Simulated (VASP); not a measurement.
# LiF (P6_3mc) in VASP: settings compared

The runs below take LiF through single point, with PBE, r2SCAN.

All numbers are computed with VASP 6.6.1; they aren't measurements. Logs are shortened: lines on timing, memory, paths and dates and some standing lists are left out, and cuts for length are marked.

### Step 1. The cell of the first run

Symmetry: P6_3mc, No. 186, hexagonal system. The conventional cell has a = 3.235 Å, b = 3.235 Å, c = 5.025 Å, α = 90.00°, β = 90.00°, γ = 120.00°. Within 2.6 Å of Li (site symmetry 3m) lie 4 F at 1.94 to 1.95 Å. Within 2.6 Å of F (site symmetry 3m) lie 4 Li at 1.94 to 1.95 Å.

### Step 2. Single point, PBE (strain +5.0%)

File INCAR:

```
SYSTEM = LiF
PREC     = Accurate       ! precision mode
ENCUT    = 520            ! plane-wave cutoff, eV
EDIFF    = 1E-6           ! SCF threshold, eV
ISMEAR   = -1             ! smearing method
SIGMA    = 0.02           ! smearing width, eV
LREAL    = .FALSE.        ! projectors in reciprocal space
LASPH    = .TRUE.         ! aspherical terms in the spheres
NELM     = 80             ! most SCF steps
ALGO     = Normal         ! electronic algorithm
ISIF     = 2              ! what is computed and relaxed
LWAVE    = .FALSE.        ! write WAVECAR
LCHARG   = .TRUE.         ! write CHGCAR
GGA      = PE             ! functional
LELF     = .TRUE.         ! ELF
LVHAR    = .TRUE.       
NBANDS   = 18             ! bands
```

File KPOINTS:

```
regular mesh
0
G
  12 12 6
  0 0 0
```

File POSCAR:

```
LiF
1.0
    3.2350632629      0.0000000000      0.0000000000
   -1.6175316315      2.8016469685      0.0000000000
    0.0000000000      0.0000000000      5.0246101514
Li F
2 2
Direct
    0.3333333333      0.6666666667     -0.0059835891
    0.6666666667      0.3333333333      0.4940164109
    0.3333333333      0.6666666667      0.3809835891
    0.6666666667      0.3333333333      0.8809835891
```

Potentials or basis: VASP PAW PBE potentials, release 64 (Li_sv, F).

Run with:

```
> cat potpaw_PBE.64/Li_sv/POTCAR potpaw_PBE.64/F/POTCAR > POTCAR
> mpirun -np 1 vasp_std > vasp.out
```

OUTCAR:

```text
SYSTEM = LiF
   PREC = Accurate
   ENCUT = 520
   EDIFF = 1E-6
   ISMEAR = -1
   LREAL = .FALSE.
   LASPH = .TRUE.
   NELM = 80
   ISIF = 2
   GGA = PE

 ion  position               nearest neighbor table
   1  0.333  0.667  0.994-   3 1.94   4 1.95   4 1.95   4 1.95
   2  0.667  0.333  0.494-   4 1.94   3 1.95   3 1.95   3 1.95
   3  0.333  0.667  0.381-   1 1.94   2 1.95   2 1.95   2 1.95
   4  0.667  0.333  0.881-   2 1.94   1 1.95   1 1.95   1 1.95

  LATTYP: Found a hexagonal cell.
 ALAT       =     3.2350632629
 C/A-ratio  =     1.5531721463

  Lattice vectors:

 A1 = (   3.2350632629,   0.0000000000,   0.0000000000)
 A2 = (  -1.6175316315,   2.8016469685,   0.0000000000)
 A3 = (   0.0000000000,   0.0000000000,   5.0246101514)

Analysis of symmetry for initial positions (statically):
=====================================================================
 Subroutine PRICEL returns:
 Original cell was already a primitive cell.

 Routine SETGRP: Setting up the symmetry group for a
 hexagonal supercell.

 Subroutine GETGRP returns: Found 12 space group operations
 (whereof  6 operations were pure point group operations)
 out of a pool of 24 trial point group operations.

The static configuration has the point symmetry C_3v.
 The point group associated with its full space group is C_6v.

Analysis of symmetry for dynamics (positions and initial velocities):
=====================================================================
 Subroutine PRICEL returns:
 Original cell was already a primitive cell.

 Routine SETGRP: Setting up the symmetry group for a
 hexagonal supercell.

 Subroutine GETGRP returns: Found 12 space group operations
 (whereof  6 operations were pure point group operations)
 out of a pool of 24 trial point group operations.

The dynamic configuration has the point symmetry C_3v.
 The point group associated with its full space group is C_6v.

 Subroutine INISYM returns: Found 12 space group operations
 (whereof  6 operations are pure point group operations),
 and found     1 'primitive' translations

----------------------------------------------------------------------------------------

                                     Primitive cell

  volume of cell :      45.5406

  direct lattice vectors                    reciprocal lattice vectors
     3.235063263  0.000000000  0.000000000     0.309112966  0.178466454  0.000000000
    -1.617531631  2.801646969  0.000000000     0.000000000  0.356932908  0.000000000
     0.000000000  0.000000000  5.024610151     0.000000000  0.000000000  0.199020415

  length of vectors
     3.235063263  3.235063263  5.024610151     0.356932908  0.356932908  0.199020415

  position of ions in fractional coordinates (direct lattice)
     0.333333333  0.666666667  0.994016411
     0.666666667  0.333333333  0.494016411
     0.333333333  0.666666667  0.380983589
     0.666666667  0.333333333  0.880983589

  ion indices of the primitive-cell ions
   primitive index   ion index
                 1           1
                 2           2
                 3           3
                 4           4

----------------------------------------------------------------------------------------

 KPOINTS: regular mesh

Automatic generation of k-mesh.
 Grid dimensions read from file:
 generate k-points for:   12   12    6

 Generating k-lattice:

  Cartesian coordinates                     Fractional coordinates (reciprocal lattice)
     0.025759414  0.014872205  0.000000000     0.083333333  0.000000000  0.000000000
     0.000000000  0.029744409  0.000000000     0.000000000  0.083333333  0.000000000
     0.000000000  0.000000000  0.033170069     0.000000000  0.000000000  0.166666667

  Length of vectors
     0.029744409  0.029744409  0.033170069

  Shift w.r.t. Gamma in fractional coordinates (k-lattice)
     0.000000000  0.000000000  0.000000000

 Subroutine IBZKPT returns following result:
 ===========================================

 Found     76 irreducible k-points:

 Following reciprocal coordinates:
            Coordinates               Weight
  0.000000  0.000000  0.000000      1.000000
  0.083333  0.000000  0.000000      6.000000
  0.166667 -0.000000  0.000000      6.000000
  0.250000 -0.000000  0.000000      6.000000
  0.333333  0.000000  0.000000      6.000000
  0.416667 -0.000000  0.000000      6.000000
[... 16 lines left out ...]
  0.250000 -0.000000  0.166667     12.000000
  0.333333  0.000000  0.166667     12.000000
 [... further k-points ...]
   k-points           NKPTS =     76   k-points in BZ     NKDIM =     76   number of bands    NBANDS=     18
   number of dos      NEDOS =    301   number of ions     NIONS =      4
   total plane-waves  NPLWV =  23040
   dimension x,y,z NGX =    24 NGY =   24 NGZ =   40
   dimension x,y,z NGXF=    48 NGYF=   48 NGZF=   80
   ions per type =               2   2
   NGX,Y,Z   is equivalent  to a cutoff of  12.33, 12.33, 13.23 a.u.
   NGXF,Y,Z  is equivalent  to a cutoff of  24.67, 24.67, 26.47 a.u.
 SYSTEM =  LiF
   PREC   = accura    normal or accurate (medium, high low for compatibility)
   ISTART =      0    job   : 0-new  1-cont  2-samecut
   ICHARG =      2    charge: 1-file 2-atom 10-const
   ISPIN  =      1    spin polarized calculation?
   LNONCOLLINEAR =      F non collinear calculations
   LSORBIT =      F    spin-orbit coupling
   LASPH  =      T    aspherical Exc in radial PAW
   ENCUT  =  520.0 eV  38.22 Ry    6.18 a.u.   6.02  6.02  9.34*2*pi/ulx,y,z
   NELM   =     80;   NELMIN=  2; NELMDL= -5     # of ELM steps
   EDIFF  = 0.1E-05   stopping-criterion for ELM
   LREAL  =      F    real-space projection
   EDIFFG = 0.1E-04   stopping-criterion for IOM
   NSW    =      0    number of steps for IOM
   IBRION =     -1    ionic relax: 0-MD 1-quasi-New 2-CG
   NFREE  =      0    steps in history (QN), initial steepest desc. (CG)
   ISIF   =      2    stress and relaxation
   ISYM   =      2    0-nonsym 1-usesym 2-fastsym
   POTIM  = 0.5000    time-step for ionic-motion
   TEBEG  =    0.0;   TEEND  =   0.0 temperature during run
   PSTRESS=    0.0 pullay stress
   NELECT =      20.0000    total number of electrons
   NUPDOWN=      -1.0000    fix difference up-down
   EMIN   =  10.00;   EMAX   =-10.00  energy-range for DOS
   EFERMI =   0.00;   METHOD = LEGACY
   ISMEAR =    -1;   SIGMA  =   0.02  broadening in eV -4-tet -1-fermi 0-gaus
   EFERMI_NEDOS =   21; number of points for ismear=-14 and -15
   IALGO  =     38    algorithm
   IMIX   =      4    mixing-type and parameters
     AMIX     =   0.40;   BMIX     =  1.00
     AMIX_MAG =   1.60;   BMIX_MAG =  1.00
  volume/ion in A,a.u.               =      11.39        76.83
  Fermi-wavevector in a.u.,A,eV,Ry     =   1.244377  2.351532 21.068270  1.548474
  Thomas-Fermi vector in A             =   2.378646
   LORBIT       =      0    0 simple, 1 ext, 2 COOP (PROOUT), +10 PAW based schemes
   GGA     = PE    functional components
   LHFCALC =     F    Hartree Fock is set to
   AEXX    =    0.0000 exact exchange contribution
   IVDW    =     0    specifies the selected vdW correction
   LEPSILON=     F    determine dielectric tensor
   LRPA    =     F    only Hartree local field effects (RPA)
 non-spin polarized calculation
  energy-cutoff  :      520.00
  volume of cell :       45.54
 maximum number of plane-waves:      1248
   NGX = 13   NGY = 13   NGZ = 19

 number of electron      20.0000033 magnetization

 Free energy of the ion-electron system (eV)
  ---------------------------------------------------
  ext. energy  EPLUGINS =         0.00000000
  ---------------------------------------------------
  free energy    TOTEN  =       -19.24809912 eV

  energy without entropy =      -19.24809912  energy(sigma->0) =      -19.24809912

 E-fermi :  -2.5260     XC(G=0):  -8.2446

 val. band max:       -3.0381582785   @ k =   0.0000   0.0000   0.0000
 cond. band min:       4.0846292728   @ k =   0.0000   0.0000   0.0000
 fundamental gap:      7.1227875514
 Fermi energy:        -2.5260274781

 k-point     1 :       0.0000    0.0000    0.0000
  band No.  band energies     occupation
      1     -43.8911      2.00000
      2     -43.8684      2.00000
      3     -22.2678      2.00000
      4     -22.0814      2.00000
      5      -4.8317      2.00000
      6      -3.4420      2.00000
[... 10 lines left out ...]
     17      15.2723      0.00000
     18      16.2075      0.00000

 k-point     2 :       0.0833    0.0000    0.0000
  band No.  band energies     occupation
      1     -43.8899      2.00000
      2     -43.8680      2.00000
      3     -22.2602      2.00000
      4     -22.0798      2.00000
      5      -4.7997      2.00000
      6      -3.5048      2.00000
[... 10 lines left out ...]
     17      15.3772      0.00000
     18      16.1957      0.00000

 k-point     3 :       0.1667   -0.0000    0.0000
  band No.  band energies     occupation
      1     -43.8869      2.00000
      2     -43.8670      2.00000
      3     -22.2397      2.00000
      4     -22.0757      2.00000
      5      -4.7102      2.00000
      6      -3.6914      2.00000
[... 10 lines left out ...]
     17      15.5274      0.00000
     18      15.8057      0.00000

 k-point     4 :       0.2500   -0.0000    0.0000
  band No.  band energies     occupation
      1     -43.8825      2.00000
      2     -43.8657      2.00000
      3     -22.2093      2.00000
      4     -22.0712      2.00000
      5      -4.5919      2.00000
      6      -3.9531      2.00000
[... 375 lines left out ...]
      4     -22.0874      2.00000
      5      -4.6225      2.00000
      6      -3.6744      2.00000
[... 10 lines left out ...]
     17      15.3434      0.00000
     18      15.5485      0.00000

 k-point    23 :       0.2500   -0.0000    0.1667
  band No.  band energies     occupation
      1     -43.8813      2.00000
      2     -43.8669      2.00000
      3     -22.2005      2.00000
      4     -22.0813      2.00000
      5      -4.5359      2.00000
      6      -3.9357      2.00000
[... 10 lines left out ...]
     17      15.3049      0.00000
     18      15.5552      0.00000

 k-point    24 :       0.3333    0.0000    0.1667
  band No.  band energies     occupation
      1     -43.8768      2.00000
      2     -43.8657      2.00000
      3     -22.1687      2.00000
      4     -22.0777      2.00000
      5      -4.5333      2.00000
      6      -4.1048      2.00000
[... 10 lines left out ...]
     17      15.1313      0.00000
     18      15.7278      0.00000

 [... further k-points ...]

------------------------ aborting loop because EDIFF is reached ----------------------------------------

  FORCE on cell =-STRESS in cart. coord.  units (eV):
  Direction    XX          YY          ZZ          XY          YZ          ZX
  --------------------------------------------------------------------------------------
  -------------------------------------------------------------------------------------
  Total       -1.2926686     -1.2926686     -1.0619264      0.0000000      0.0000000      0.0000000
  in kB      -45.4777773    -45.4777773    -37.3599637      0.0000000      0.0000000      0.0000000
  external PRESSURE =     -42.7718394 kB  Pullay stress =       0.0000000 kB

 VOLUME and BASIS-vectors are now :
 -----------------------------------------------------------------------------
  energy-cutoff  :      520.00
  volume of cell :       45.54
      direct lattice vectors                 reciprocal lattice vectors
     3.235063263  0.000000000  0.000000000     0.309112966  0.178466454  0.000000000
    -1.617531631  2.801646969  0.000000000     0.000000000  0.356932908  0.000000000
     0.000000000  0.000000000  5.024610151     0.000000000  0.000000000  0.199020415

 POSITION                                       TOTAL-FORCE (eV/Angst)
 -----------------------------------------------------------------------------------
     -0.00000      1.86776      4.99454         0.000000      0.000000     -0.005808
      1.61753      0.93388      2.48224        -0.000000     -0.000000     -0.005808
     -0.00000      1.86776      1.91429        -0.000000      0.000000      0.005808
      1.61753      0.93388      4.42660        -0.000000      0.000000      0.005808
 -----------------------------------------------------------------------------------
    total drift:                               -0.000001     -0.000001      0.001920

  FREE ENERGIE OF THE ION-ELECTRON SYSTEM (eV)
  ---------------------------------------------------
  free  energy   TOTEN  =       -19.2480991235 eV

  energy  without entropy=      -19.2480991235  energy(sigma->0) =      -19.24809912
```

Run time: 20 s. Hardware: 1 thread of Intel Xeon 6975P-C (Granite Rapids), shared host; peak memory 0.18 GiB.

Results:

| Quantity | Value |
| --- | --- |
| Free energy | -19.2481 eV |
| Largest force | 0.006 eV/Å |
| Band gap on the k mesh | 7.12 eV |

Forces on the atoms (eV/Å):
```
Li   0.000  0.000 -0.006
Li   0.000  0.000 -0.006
F    0.000  0.000  0.006
F    0.000  0.000  0.006
```

Caveat: the cell differs from its parent crystal (strain +5.0%); the cutoff is under 1.25 times the usual one of these potentials, so pressure, stress and relaxed cells hold a basis-set (Pulay) error; the structure was generated, so it needn't be the stable form of LiF. A k mesh can miss the band edges.

[end of part 1 of 2]
